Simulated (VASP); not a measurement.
Here is a VASP 6.6.1 calculation.

INCAR

```
SYSTEM = Mg31CdO32
PREC = Accurate
ENCUT = 520
EDIFF = 1E-6
ISMEAR = -1
SIGMA = 0.05
LREAL = Auto
LASPH = .TRUE.
NELM = 120
ALGO = Normal
ISIF = 2
LWAVE = .FALSE.
LCHARG = .FALSE.
GGA = PS
NBANDS = 171
GGA_COMPAT = .FALSE.
```

File KPOINTS:

```
regular mesh
0
G
  1 1 1
  0 0 0
```

Contents of POSCAR:

```
Mg31CdO32
1.0
    8.4288080000      0.0000000000      0.0000000000
    0.0000000000      8.4288080000      0.0000000000
    0.0000000000      0.0000000000      8.4288080000
O Mg Cd
32 31 1
Direct
    0.2495390000      0.9999180000      0.0001850000
    0.2482550000      0.9998600000      0.5002000000
    0.2482700000      0.4999040000      0.0001590000
    0.2366230000      0.4997950000      0.5000410000
    0.7504980000      0.9999160000      0.0002030000
    0.7517420000      0.9999390000      0.5002130000
    0.7517480000      0.4999180000      0.0002520000
    0.7633710000      0.5000330000      0.5003120000
    0.0000470000      0.2494220000      0.0001980000
    0.0000080000      0.2481610000      0.5001690000
    0.0000100000      0.7503910000      0.0001980000
    0.0000370000      0.7516610000      0.5002160000
    0.4999560000      0.2481650000      0.0001700000
    0.4998180000      0.2365160000      0.5000510000
    0.5000210000      0.7516640000      0.0002340000
    0.5001380000      0.7632740000      0.5003590000
    0.9999980000      0.9999200000      0.2497040000
    0.0000390000      0.9999130000      0.7506760000
    0.0000030000      0.4998830000      0.2484380000
    0.0000640000      0.4999140000      0.7519340000
    0.5000060000      0.9998770000      0.2484290000
    0.5000040000      0.9999350000      0.7519690000
    0.4998230000      0.4997910000      0.2368770000
    0.5001490000      0.5000820000      0.7635490000
    0.2503940000      0.2502760000      0.2505640000
    0.2503960000      0.2503120000      0.7497970000
    0.2503800000      0.7495060000      0.2505790000
    0.2504330000      0.7495190000      0.7498220000
    0.7495810000      0.2502750000      0.2505720000
    0.7496130000      0.2503180000      0.7497900000
    0.7496390000      0.7495410000      0.2506070000
    0.7496300000      0.7495480000      0.7498070000
    0.0000090000      0.9998560000      0.0002270000
    0.9999740000      0.9999250000      0.5002740000
    0.0000160000      0.4998920000      0.0002430000
    0.0000010000      0.4998390000      0.5002980000
    0.4999710000      0.9998630000      0.0002540000
    0.5000510000      0.9998700000      0.5002220000
    0.4999830000      0.4998590000      0.0002560000
    0.2498990000      0.2497270000      0.0002300000
    0.2479640000      0.2477820000      0.5002250000
    0.2498700000      0.7500290000      0.0002270000
    0.2479320000      0.7519220000      0.5002480000
    0.7501320000      0.2497460000      0.0002980000
    0.7520410000      0.2478560000      0.5002140000
    0.7500970000      0.7499940000      0.0002450000
    0.7521490000      0.7519460000      0.5002720000
    0.2498200000      0.9998670000      0.2501170000
    0.2498920000      0.9998630000      0.7503510000
    0.2479640000      0.4998740000      0.2481520000
    0.2479180000      0.4998700000      0.7522990000
    0.7501590000      0.9998660000      0.2501240000
    0.7500930000      0.9999050000      0.7503630000
    0.7520190000      0.4999060000      0.2481940000
    0.7521080000      0.4998940000      0.7523830000
    0.0000160000      0.2497710000      0.2501200000
    0.0000310000      0.2497290000      0.7504060000
    0.0000270000      0.7500090000      0.2501210000
    0.9999670000      0.7500070000      0.7503630000
    0.4999930000      0.2477710000      0.2481330000
    0.4999790000      0.2478190000      0.7523240000
    0.4999860000      0.7519450000      0.2482180000
    0.5000690000      0.7519550000      0.7522940000
    0.4999900000      0.4998660000      0.5002610000
```

Potentials or basis: VASP PAW PBE potentials, release 64 (O, Mg, Cd).

Launch:

```sh
$ cat potpaw_PBE.64/O/POTCAR potpaw_PBE.64/Mg/POTCAR potpaw_PBE.64/Cd/POTCAR > POTCAR
$ mpirun -np 1 vasp_gam > vasp.out
```

Estimate the band gap on the k mesh.

4.30 eV.

Predict the pressure.

2.0 GPa.

Predict the largest force.

0.083 eV/Å.

Forces on the atoms (eV/Å):
```
O   -0.010 -0.003  0.002
O   -0.020  0.000  0.001
O   -0.020  0.000  0.002
O   -0.073  0.008  0.015
O    0.008 -0.001  0.002
O    0.022  0.000  0.000
O    0.019 -0.003  0.001
O    0.074 -0.011 -0.007
O   -0.004 -0.012  0.002
O   -0.003 -0.021  0.005
O   -0.001  0.005  0.001
O   -0.002  0.019  0.001
O    0.005 -0.020  0.001
O    0.014 -0.074  0.013
O   -0.001  0.017  0.003
O   -0.009  0.072 -0.012
O   -0.001 -0.002  0.000
O   -0.003 -0.001  0.013
O   -0.003  0.001 -0.017
O   -0.005 -0.001  0.023
O    0.000 -0.002 -0.016
O    0.001  0.000  0.018
O    0.015  0.009 -0.077
O   -0.009 -0.015  0.082
O    0.006  0.003  0.010
O    0.010  0.007 -0.005
O    0.011 -0.009  0.015
O    0.006 -0.013 -0.008
O   -0.008  0.011  0.016
O   -0.009  0.007 -0.004
O   -0.012 -0.015  0.013
O   -0.004 -0.009  0.000
Mg  -0.001  0.003 -0.002
Mg   0.004 -0.001 -0.004
Mg   0.002  0.000  0.000
Mg   0.002  0.003 -0.008
Mg   0.003  0.001 -0.003
Mg  -0.005  0.003 -0.001
Mg  -0.001  0.004 -0.007
Mg   0.001  0.007  0.000
Mg  -0.010 -0.006 -0.007
Mg   0.006 -0.005 -0.003
Mg  -0.006  0.010 -0.002
Mg  -0.003  0.004 -0.007
Mg   0.008 -0.007 -0.001
Mg  -0.001  0.001 -0.001
Mg   0.003  0.009 -0.003
Mg   0.008  0.003  0.002
Mg   0.004  0.001 -0.006
Mg  -0.012 -0.002 -0.010
Mg  -0.003  0.005  0.004
Mg  -0.006  0.001  0.000
Mg  -0.001  0.001 -0.004
Mg   0.011  0.001 -0.009
Mg   0.005  0.002  0.000
Mg   0.002  0.005  0.000
Mg  -0.002  0.006 -0.009
Mg  -0.001 -0.005  0.001
Mg   0.004  0.000 -0.005
Mg  -0.005 -0.006 -0.008
Mg   0.002 -0.005  0.002
Mg   0.001  0.009 -0.011
Mg  -0.003  0.010  0.007
Cd   0.000  0.002 -0.001
```

Caveat: the k points lie up to 0.75 Å⁻¹ apart; the PAW data sets were made with another functional, which shifts forces and pressure a little.
